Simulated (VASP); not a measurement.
# PbO2 (Fm-3m) in VASP: a series of runs, part 3 of 3

VASP 6.6.1.

## 5. Single point, PBE (volume scaled by 1.06)

INCAR reads:

```
SYSTEM = PbO2
PREC = Accurate
ENCUT = 520
EDIFF = 1E-6
ISMEAR = 0
SIGMA = 0.1
LREAL = .FALSE.
LASPH = .TRUE.
NELM = 80
ALGO = Normal
ISIF = 2
LWAVE = .FALSE.
LCHARG = .FALSE.
GGA = PE
NBANDS = 20
```

KPOINTS reads:

```
Automatic mesh
0
G
  14 14 14
  0 0 0
```

POSCAR reads:

```
PbO2
1.0
    0.0000000000      2.7569434427      2.7569434427
    2.7569434427      0.0000000000      2.7569434427
    2.7569434427      2.7569434427      0.0000000000
Pb O
1 2
Direct
    0.0000000000      0.0000000000      0.0000000000
    0.2500000000      0.2500000000      0.2500000000
    0.7500000000      0.7500000000      0.7500000000
```

Potentials or basis: VASP PAW PBE potentials, release 64 (Pb_d, O).

Command:

```console
$ cat potpaw_PBE.64/Pb_d/POTCAR potpaw_PBE.64/O/POTCAR > POTCAR
$ mpirun -np 1 vasp_std > vasp.out
```

OUTCAR:

```text
SYSTEM = PbO2
   PREC = Accurate
   ENCUT = 520
   EDIFF = 1E-6
   ISMEAR = 0
   LREAL = .FALSE.
   LASPH = .TRUE.
   NELM = 80
   ISIF = 2
   GGA = PE

 ion  position               nearest neighbor table
   1  0.000  0.000  0.000-   2 2.39   3 2.39   3 2.39   3 2.39   3 2.39   2 2.39   2 2.39   2 2.39

   2  0.250  0.250  0.250-   1 2.39   1 2.39   1 2.39   1 2.39
   3  0.750  0.750  0.750-   1 2.39   1 2.39   1 2.39   1 2.39

  LATTYP: Found a face centered cubic cell.
 ALAT       =     5.5138868854

  Lattice vectors:

[... 195 lines left out ...]
      6     -10.5572      2.00000
[... 541 lines left out ...]
     19      20.2392      0.00000
     20      20.8717      0.00000

 [... further k-points ...]
[... 5 lines left out ...]
  --------------------------------------------------------------------------------------
  -------------------------------------------------------------------------------------
  Total       -1.6968851     -1.6968851     -1.6968851      0.0000000      0.0000000      0.0000000
  in kB      -64.8708298    -64.8708298    -64.8708298      0.0000000      0.0000000      0.0000000
  external PRESSURE =     -64.8708298 kB  Pullay stress =       0.0000000 kB

 VOLUME and BASIS-vectors are now :
 -----------------------------------------------------------------------------
  energy-cutoff  :      520.00
  volume of cell :       41.91
      direct lattice vectors                 reciprocal lattice vectors
     0.000000000  2.756943443  2.756943443    -0.181360267  0.181360267  0.181360267
     2.756943443  0.000000000  2.756943443     0.181360267 -0.181360267  0.181360267
     2.756943443  2.756943443  0.000000000     0.181360267  0.181360267 -0.181360267

 POSITION                                       TOTAL-FORCE (eV/Angst)
 -----------------------------------------------------------------------------------
      0.00000      0.00000      0.00000         0.000000     -0.000000      0.000000
      1.37847      1.37847      1.37847         0.000000     -0.000000     -0.000000
      4.13542      4.13542      4.13542        -0.000000      0.000000      0.000000
 -----------------------------------------------------------------------------------
    total drift:                                0.000000     -0.000000      0.000000

  FREE ENERGIE OF THE ION-ELECTRON SYSTEM (eV)
  ---------------------------------------------------
  free  energy   TOTEN  =       -15.5661142860 eV

  energy  without entropy=      -15.5620032438  energy(sigma->0) =      -15.56405876
```

It took 67 s on 1 thread of Intel Xeon 6975P-C, shared host; peak memory 0.23 GiB.

What came out:

- Free energy: -15.5661 eV
- Pressure: -6.5 GPa
- Band gap on the k mesh: zero (band 13 reaches 4.88 eV, above the bottom of band 14 at 3.80 eV)

Caveat: the cell differs from its parent crystal (volume scaled by 1.06); spin-orbit coupling is left out, which moves the levels of the heavy elements.

## 6. Single point, PBE

This run uses another cell than the first one, of 14.50 Å³/atom, 1.134 times its volume.

INCAR reads:

```
SYSTEM = PbO2
PREC     = Accurate       ! precision mode
ENCUT    = 520            ! plane-wave cutoff, eV
EDIFF    = 1E-6           ! SCF threshold, eV
ISMEAR   = 0              ! smearing method
SIGMA    = 0.1            ! smearing width, eV
LREAL    = .False.        ! projectors in reciprocal space
LASPH    = .True.         ! aspherical terms in the spheres
NELM     = 100            ! most SCF steps
ALGO     = Normal         ! electronic algorithm
ISIF     = 2              ! what is computed and relaxed
LWAVE    = .False.        ! write WAVECAR
LCHARG   = .False.        ! write CHGCAR
GGA      = PE             ! functional
NBANDS   = 20             ! bands
```

KPOINTS reads:

```
Automatic mesh
0
Gamma
  14 14 14
  0 0 0
```

POSCAR reads:

```
PbO2
1.0
    0.0000000000      2.7911946896      2.7911946896
    2.7911946896      0.0000000000      2.7911946896
    2.7911946896      2.7911946896      0.0000000000
Pb O
1 2
Direct
    0.0000000000      0.0000000000      0.0000000000
    0.2500000000      0.2500000000      0.2500000000
    0.7500000000      0.7500000000      0.7500000000
```

Potentials or basis: VASP PAW PBE potentials, release 64 (Pb_d, O).

Command:

```console
$ cat potpaw_PBE.64/Pb_d/POTCAR potpaw_PBE.64/O/POTCAR > POTCAR
$ mpirun -np 1 vasp_std > vasp.out
```

Wall time 66 s (1 thread of Intel Xeon 6975P-C, shared host); peak memory 0.23 GiB.

It converged, with:

```
Free energy            : -15.4873 eV
Pressure               : -9.8 GPa
Band gap on the k mesh : zero (band 13 reaches 4.45 eV, above the bottom of band 14 at 3.42 eV)
```

Levels at points of the mesh, in eV from the Fermi level:
| k point | band 11 | band 12 | band 13 | band 14 | band 15 | band 16 |
| --- | --- | --- | --- | --- | --- | --- |
| (0.00, 0.00, 0.00) | -1.77 | -1.00 | -1.00 | -1.00 | 6.71 | 6.71 |
| (0.50, 0.00, 0.00) | -2.37 | -1.24 | -1.24 | 2.04 | 6.73 | 8.79 |
| (0.50, 0.50, 0.00) | -0.14 | -0.10 | -0.10 | 1.27 | 5.62 | 9.28 |

Caveat: spin-orbit coupling is left out, which moves the levels of the heavy elements.

## 7. Overview

| cell | gap on the mesh (eV) | pressure (GPa) |
| --- | --- | --- |
| a = 3.785 Å, angles 60.0°, 3 atoms | none | 4.6 |
| a = 3.824 Å, angles 60.0°, 3 atoms | none | 0.2 |
| a = 3.862 Å, angles 60.0°, 3 atoms | none | -3.4 |
| a = 3.899 Å, angles 60.0°, 3 atoms | none | -6.5 |
| a = 3.947 Å, angles 60.0°, 3 atoms | none | -9.8 |

Alike in all rows: task single point; level PBE; potentials or basis VASP PAW PBE potentials, release 64 (Pb_d, O); no spin polarisation; k mesh 14 × 14 × 14; cutoff (eV) 520; smearing gaussian 0.1 eV.

Caveats: spin-orbit coupling is left out, which moves the levels of the heavy elements.

Total energies depend on the potentials used, so only differences within one code and one set of settings carry meaning.
